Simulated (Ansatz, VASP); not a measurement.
V in VASP and in Ansatz

File INCAR:

```
ALGO = Normal
EDIFF = 1E-6
ENCUT = 500
GGA = PE
GGA_COMPAT = False
ISIF = 2
ISMEAR = 0
ISPIN = 2
LASPH = True
LCHARG = False
LMAXMIX = 4
LORBIT = 11
LREAL = False
LWAVE = False
MAGMOM = 2
NBANDS = 16
NELM = 200
PREC = Accurate
SIGMA = 0.1
```

Contents of KPOINTS:

```
k-points
0
Gamma
  8 8 8
```

The input POSCAR:

```
V
1.0
    0.0000000000      1.8963810953      1.8963810953
    1.8963810953      0.0000000000      1.8963810953
    1.8963810953      1.8963810953      0.0000000000
V
1
Direct
    0.0000000000      0.0000000000      0.0000000000
```

Input for Ansatz:

```yaml
crystal:
  lattice:
    - [0.0, 1.8963810953, 1.8963810953]
    - [1.8963810953, 0.0, 1.8963810953]
    - [1.8963810953, 1.8963810953, 0.0]
  atoms:
    - { symbol: V, position: [0.0, 0.0, 0.0], spin: 2.0 }
basis:
  ecutwfc: 420
kpoints:
  mp_grid: { grid: [8, 8, 8] }
hamiltonian:
  xc: pbe
scf:
  occupations: { method: gaussian, width: 0.1 }
  lower_state_search: "off"
output:
  forces: true
  stress: true
  eigenvalues: true
  populations: true
magnetization:
  spin_polarized: true
```

Alike in both runs: task single point; functional PBE; k mesh 8 × 8 × 8; occupations gaussian, width 0.1 eV; collinear spin.

|  | VASP | Ansatz |
| --- | --- | --- |
| version | VASP 6.6.1 | Ansatz 0.2.0 |
| potentials or method | VASP PAW PBE potentials, release 64 (V_sv), cutoff 500 eV | scalar-relativistic, plane waves, PAW |
| valence electrons in the cell | 13 | 13 |

VASP gave:

```
gap on the k mesh at the Fermi level (eV) : none
pressure (GPa)                            : 4.0
net moment per atom (μB)                  : 0.00
```

Problem. What did Ansatz give for the same quantities?

Solution. gap on the k mesh at the Fermi level (eV): none; pressure (GPa): 3.9; net moment per atom (μB): 0.00.

A gap of «none» marks a metal or a gap that the smearing closes. Ansatz's warnings: seeded moment not kept.
